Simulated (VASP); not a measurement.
# Ir2Ru (P-6m2) in VASP: single point with PBE

Aim: the single point of Ir2Ru with PBE.

All numbers are computed with VASP 6.6.1; they aren't measurements. Logs are shortened: lines on timing, memory, paths and dates and some standing lists are left out, and cuts for length are marked.

### 1 The cell of the first run

It takes space group P-6m2 (No. 187, hexagonal). Conventional cell: a = 2.742 Å, b = 2.742 Å, c = 13.156 Å, α = 90.00°, β = 90.00°, γ = 120.00°. Within 3.5 Å of Ru (site symmetry 3m) lie 6 Ir at 2.67 to 2.69 Å and 6 Ru at 2.74 Å. Ir (site symmetry -6m2) has 12 Ir at 2.74 to 2.75 Å within 3.6 Å. Ir (site symmetry 3m) has 3 Ru at 2.67 Å and 9 Ir at 2.74 to 2.75 Å within 3.5 Å. Within 3.5 Å of Ir (site symmetry -6m2) lie 6 Ru at 2.69 Å and 6 Ir at 2.74 Å.

### 2 Single point, PBE

POSCAR

```
Ir2Ru
1.0
    2.7420893039      0.0000000289      0.0000000000
   -1.3710446769      2.3747189822      0.0000000000
    0.0000000000      0.0000000000     13.1556345000
Ru Ir
2 4
Direct
    0.0000000000      0.0000000000      0.6651990000
    0.0000000000      0.0000000000      0.3348010000
    0.0000000000      0.0000000000      0.0000000000
    0.3333333333      0.6666666667      0.8290960000
    0.3333333333      0.6666666667      0.1709040000
    0.3333333333      0.6666666667      0.5000000000
```

INCAR.step1

```
ALGO = Fast ; EDIFF = 1E-6
ENCUT = 520 ; GGA = PE
ISIF = 2 ; ISMEAR = 0
LASPH = T ; LCHARG = T
LMAXMIX = 4 ; LREAL = F
LWAVE = F ; NBANDS = 41
NELM = 100 ; PREC = Accurate
SIGMA = 0.1
```

KPOINTS.step1

```
k-points
0
Gamma
  18 18 4
```

INCAR.step2

```
ALGO = Fast ; EDIFF = 1E-6
ENCUT = 520 ; GGA = PE
ICHARG = 11 ; ISIF = 2
ISMEAR = -5 ; LASPH = T
LCHARG = F ; LMAXMIX = 4
LORBIT = 11 ; LREAL = F
LWAVE = F ; NEDOS = 1001
NELM = 100 ; PREC = Accurate
SIGMA = 0.1
```

KPOINTS.step2

```
k-points
0
Gamma
  27 27 6
```

Potentials or basis: VASP PAW PBE potentials, release 64 (Ru_pv, Ir).

The run is started by

```sh
> cat potpaw_PBE.64/Ru_pv/POTCAR potpaw_PBE.64/Ir/POTCAR > POTCAR
> cp INCAR.step1 INCAR
> cp KPOINTS.step1 KPOINTS
> mpirun -np 1 vasp_std > vasp.out
> cp INCAR.step2 INCAR
> cp KPOINTS.step2 KPOINTS
> mpirun -np 1 vasp_std > vasp.out
```

OUTCAR:

```text
EDIFF = 1E-6
   ENCUT = 520
   GGA = PE
   ICHARG = 11
   ISIF = 2
   ISMEAR = -5
   LASPH = T
   LORBIT = 11
   LREAL = F
   NELM = 100
   PREC = Accurate

 ion  position               nearest neighbor table
   1  0.000  0.000  0.665-   4 2.67   4 2.67   4 2.67   6 2.69   6 2.69   6 2.69
   2  0.000  0.000  0.335-   5 2.67   5 2.67   5 2.67   6 2.69   6 2.69   6 2.69
   3  0.000  0.000  0.000-   4 2.75   5 2.75   4 2.75   5 2.75   4 2.75   5 2.75
   4  0.333  0.667  0.829-   1 2.67   1 2.67   1 2.67   3 2.75   3 2.75   3 2.75
   5  0.333  0.667  0.171-   2 2.67   2 2.67   2 2.67   3 2.75   3 2.75   3 2.75
   6  0.333  0.667  0.500-   1 2.69   2 2.69   1 2.69   2 2.69   1 2.69   2 2.69

  LATTYP: Found a hexagonal cell.
 ALAT       =     2.7420893039
 C/A-ratio  =     4.7976681435

  Lattice vectors:

 A1 = (   2.7420893039,   0.0000000289,   0.0000000000)
 A2 = (  -1.3710446769,   2.3747189822,   0.0000000000)
 A3 = (   0.0000000000,   0.0000000000,  13.1556345000)

Analysis of symmetry for initial positions (statically):
=====================================================================
 Subroutine PRICEL returns:
 Original cell was already a primitive cell.

 Routine SETGRP: Setting up the symmetry group for a
 hexagonal supercell.

 Subroutine GETGRP returns: Found 12 space group operations
 (whereof 12 operations were pure point group operations)
 out of a pool of 24 trial point group operations.

The static configuration has the point symmetry D_3h.

Analysis of symmetry for dynamics (positions and initial velocities):
=====================================================================
 Subroutine PRICEL returns:
 Original cell was already a primitive cell.

 Routine SETGRP: Setting up the symmetry group for a
 hexagonal supercell.

 Subroutine GETGRP returns: Found 12 space group operations
 (whereof 12 operations were pure point group operations)
 out of a pool of 24 trial point group operations.

The dynamic configuration has the point symmetry D_3h.

 Subroutine INISYM returns: Found 12 space group operations
 (whereof 12 operations are pure point group operations),
 and found     1 'primitive' translations

----------------------------------------------------------------------------------------

                                     Primitive cell

  volume of cell :      85.6654

  direct lattice vectors                    reciprocal lattice vectors
     2.742089304  0.000000029  0.000000000     0.364685422  0.210551231  0.000000000
    -1.371044677  2.374718982  0.000000000    -0.000000004  0.421102455  0.000000000
     0.000000000  0.000000000 13.155634500     0.000000000  0.000000000  0.076013057

  length of vectors
     2.742089304  2.742089304 13.155634500     0.421102455  0.421102455  0.076013057

  position of ions in fractional coordinates (direct lattice)
     0.000000000  0.000000000  0.665199000
     0.000000000  0.000000000  0.334801000
     0.000000000  0.000000000  0.000000000
     0.333333333  0.666666667  0.829096000
     0.333333333  0.666666667  0.170904000
     0.333333333  0.666666667  0.500000000

  ion indices of the primitive-cell ions
   primitive index   ion index
                 1           1
                 2           2
                 3           3
                 4           4
                 5           5
                 6           6

----------------------------------------------------------------------------------------

 KPOINTS: k-points

Automatic generation of k-mesh.
 Grid dimensions read from file:
 generate k-points for:   27   27    6

 Generating k-lattice:

  Cartesian coordinates                     Fractional coordinates (reciprocal lattice)
     0.013506867  0.007798194  0.000000000     0.037037037  0.000000000  0.000000000
    -0.000000000  0.015596387  0.000000000     0.000000000  0.037037037  0.000000000
     0.000000000  0.000000000  0.012668843     0.000000000  0.000000000  0.166666667

  Length of vectors
     0.015596387  0.015596387  0.012668843

  Shift w.r.t. Gamma in fractional coordinates (k-lattice)
     0.000000000  0.000000000  0.000000000

 TETIRR: Found   4434 inequivalent tetrahedra from    26244

 Subroutine IBZKPT returns following result:
 ===========================================

 Found    300 irreducible k-points:

 Following reciprocal coordinates:
            Coordinates               Weight
  0.000000  0.000000  0.000000      1.000000
  0.037037  0.000000  0.000000      6.000000
  0.074074  0.000000  0.000000      6.000000
  0.111111  0.000000  0.000000      6.000000
  0.148148  0.000000  0.000000      6.000000
  0.185185  0.000000  0.000000      6.000000
[... 16 lines left out ...]
  0.333333  0.037037  0.000000     12.000000
  0.370370  0.037037  0.000000     12.000000
 [... further k-points ...]
   k-points           NKPTS =    300   k-points in BZ     NKDIM =    300   number of bands    NBANDS=     38
   number of dos      NEDOS =   1001   number of ions     NIONS =      6
   total plane-waves  NPLWV =  39200
   dimension x,y,z NGX =    20 NGY =   20 NGZ =   98
   dimension x,y,z NGXF=    40 NGYF=   40 NGZF=  196
   ions per type =               2   4
   NGX,Y,Z   is equivalent  to a cutoff of  12.13, 12.13, 12.38 a.u.
   NGXF,Y,Z  is equivalent  to a cutoff of  24.25, 24.25, 24.77 a.u.
 SYSTEM =  unknown system
   PREC   = accura    normal or accurate (medium, high low for compatibility)
   ISTART =      0    job   : 0-new  1-cont  2-samecut
   ICHARG =     11    charge: 1-file 2-atom 10-const
   ISPIN  =      1    spin polarized calculation?
   LNONCOLLINEAR =      F non collinear calculations
   LSORBIT =      F    spin-orbit coupling
   LASPH  =      T    aspherical Exc in radial PAW
   ENCUT  =  520.0 eV  38.22 Ry    6.18 a.u.   5.10  5.10 24.46*2*pi/ulx,y,z
   NELM   =    100;   NELMIN=  2; NELMDL=  0     # of ELM steps
   EDIFF  = 0.1E-05   stopping-criterion for ELM
   LREAL  =      F    real-space projection
   EDIFFG = 0.1E-04   stopping-criterion for IOM
   NSW    =      0    number of steps for IOM
   IBRION =     -1    ionic relax: 0-MD 1-quasi-New 2-CG
   NFREE  =      0    steps in history (QN), initial steepest desc. (CG)
   ISIF   =      2    stress and relaxation
   ISYM   =      2    0-nonsym 1-usesym 2-fastsym
   POTIM  = 0.5000    time-step for ionic-motion
   TEBEG  =    0.0;   TEEND  =   0.0 temperature during run
   PSTRESS=    0.0 pullay stress
   NELECT =      64.0000    total number of electrons
   NUPDOWN=      -1.0000    fix difference up-down
   EMIN   =  10.00;   EMAX   =-10.00  energy-range for DOS
   EFERMI =   0.00;   METHOD = LEGACY
   ISMEAR =    -5;   SIGMA  =   0.10  broadening in eV -4-tet -1-fermi 0-gaus
   EFERMI_NEDOS =   21; number of points for ismear=-14 and -15
   IALGO  =     68    algorithm
   IMIX   =      4    mixing-type and parameters
     AMIX     =   0.40;   BMIX     =  1.00
     AMIX_MAG =   1.60;   BMIX_MAG =  1.00
  volume/ion in A,a.u.               =      14.28        96.35
  Fermi-wavevector in a.u.,A,eV,Ry     =   1.485478  2.807147 30.023234  2.206645
  Thomas-Fermi vector in A             =   2.598885
   LORBIT       =     11    0 simple, 1 ext, 2 COOP (PROOUT), +10 PAW based schemes
   GGA     = PE    functional components
   LHFCALC =     F    Hartree Fock is set to
   AEXX    =    0.0000 exact exchange contribution
   IVDW    =     0    specifies the selected vdW correction
   LEPSILON=     F    determine dielectric tensor
   LRPA    =     F    only Hartree local field effects (RPA)
 non-spin polarized calculation
 RMM-DIIS sequential band-by-band and
 Fermi weights with tetrahedron method with Bloechl corrections
  energy-cutoff  :      520.00
  volume of cell :       85.67
 maximum number of plane-waves:      2340

 number of electron      63.9999999 magnetization

 Free energy of the ion-electron system (eV)
  ---------------------------------------------------
  ext. energy  EPLUGINS =         0.00000000
  ---------------------------------------------------
  free energy    TOTEN  =       -53.88390931 eV

  energy without entropy =      -53.88390931  energy(sigma->0) =      -53.88390931

 E-fermi :  10.9356     XC(G=0): -13.8943

 val. band max:       11.0010253862   @ k =   0.4815   0.0370   0.0000
 cond. band min:      10.8911771009   @ k =   0.0370   0.0370   0.5000
 fundamental gap:     -0.1098482854
 Fermi energy:        10.9355555866

 k-point     1 :       0.0000    0.0000    0.0000
  band No.  band energies     occupation
      1     -32.4319      2.00000
      2     -32.4227      2.00000
      3     -31.9516      2.00000
      4     -31.9516      2.00000
      5     -31.9514      2.00000
      6     -31.9514      2.00000
[... 30 lines left out ...]
     37      11.1358      0.00000
     38      11.1422      0.00000

 k-point     2 :       0.0370    0.0000    0.0000
  band No.  band energies     occupation
      1     -32.4306      2.00000
      2     -32.4215      2.00000
      3     -31.9606      2.00000
      4     -31.9604      2.00000
      5     -31.9537      2.00000
      6     -31.9535      2.00000
[... 30 lines left out ...]
     37      11.1459      0.00000
     38      11.3126      0.00000

 k-point     3 :       0.0741    0.0000    0.0000
  band No.  band energies     occupation
      1     -32.4267      2.00000
      2     -32.4181      2.00000
      3     -31.9869      2.00000
      4     -31.9869      2.00000
      5     -31.9600      2.00000
      6     -31.9597      2.00000
[... 30 lines left out ...]
     37      11.1578      0.00000
     38      11.3778      0.00000

 k-point     4 :       0.1111    0.0000    0.0000
  band No.  band energies     occupation
      1     -32.4205      2.00000
      2     -32.4126      2.00000
      3     -32.0292      2.00000
      4     -32.0291      2.00000
      5     -31.9699      2.00000
      6     -31.9697      2.00000
[... 30 lines left out ...]
     37      11.1779      0.00000
     38      11.3869      0.00000
[... 703 lines left out ...]
      4     -32.3617      2.00000
      5     -32.0645      2.00000
      6     -32.0640      2.00000
[... 30 lines left out ...]
     37      11.5503      0.00000
     38      11.5759      0.00000

 k-point    23 :       0.3333    0.0370    0.0000
  band No.  band energies     occupation
      1     -32.4692      2.00000
      2     -32.4672      2.00000
      3     -32.3535      2.00000
      4     -32.3530      2.00000
      5     -32.0804      2.00000
      6     -32.0798      2.00000
[... 30 lines left out ...]
     37      11.7453      0.00000
     38      11.7758      0.00000

 k-point    24 :       0.3704    0.0370    0.0000
  band No.  band energies     occupation
      1     -32.5216      2.00000
      2     -32.5194      2.00000
      3     -32.3457      2.00000
      4     -32.3453      2.00000
      5     -32.0937      2.00000
      6     -32.0931      2.00000
[... 30 lines left out ...]
     37      12.0073      0.00000
     38      12.1231      0.00000

 [... further k-points ...]

------------------------ aborting loop because EDIFF is reached ----------------------------------------

  FORCE on cell =-STRESS in cart. coord.  units (eV):
  Direction    XX          YY          ZZ          XY          YZ          ZX
  --------------------------------------------------------------------------------------
  -------------------------------------------------------------------------------------
  Total        0.1234221      0.1234221      0.2769365      0.0000000     -0.0000000      0.0000000
  in kB        2.3083291      2.3083291      5.1794685      0.0000000     -0.0000000      0.0000000
  external PRESSURE =       3.2653755 kB  Pullay stress =       0.0000000 kB

 VOLUME and BASIS-vectors are now :
 -----------------------------------------------------------------------------
  energy-cutoff  :      520.00
  volume of cell :       85.67
      direct lattice vectors                 reciprocal lattice vectors
     2.742089304  0.000000029  0.000000000     0.364685422  0.210551231  0.000000000
    -1.371044677  2.374718982  0.000000000    -0.000000004  0.421102455  0.000000000
     0.000000000  0.000000000 13.155634500     0.000000000  0.000000000  0.076013057

 POSITION                                       TOTAL-FORCE (eV/Angst)
 -----------------------------------------------------------------------------------
      0.00000      0.00000      8.75111         0.000000     -0.000000     -0.020678
      0.00000      0.00000      4.40452         0.000000     -0.000000      0.020678
      0.00000      0.00000      0.00000         0.000000     -0.000000     -0.000000
     -0.00000      1.58315     10.90728         0.000000      0.000000     -0.002360
     -0.00000      1.58315      2.24835         0.000000      0.000000      0.002360
     -0.00000      1.58315      6.57782        -0.000000      0.000000     -0.000000
 -----------------------------------------------------------------------------------
    total drift:                                0.000704     -0.000406     -0.000000

  FREE ENERGIE OF THE ION-ELECTRON SYSTEM (eV)
  ---------------------------------------------------
  free  energy   TOTEN  =       -53.8839093124 eV

  energy  without entropy=      -53.8839093124  energy(sigma->0) =      -53.88390931

 total charge

# of ion       s       p       d       tot
------------------------------------------
    1        0.375   6.302   5.933  12.610
    2        0.375   6.302   5.933  12.610
    3        0.654   0.695   6.944   8.293
    4        0.675   0.720   6.940   8.334
    5        0.675   0.720   6.940   8.334
    6        0.692   0.735   6.935   8.361
--------------------------------------------------
tot          3.444  15.473  39.626  58.543
```

Run time: 33 min. Hardware: 1 thread of Intel Xeon Platinum 8375C at 2.90GHz (Ice Lake), shared host; peak memory 0.81 GiB.

Results:

```
Valence electrons inside the program's atomic spheres : Ru 12.61; Ir 8.29, 8.33, 8.36 (each value once)
```

Caveat: the highest band is partly filled, so the run has too few bands; spin-orbit coupling is left out, which moves the levels of the heavy elements.
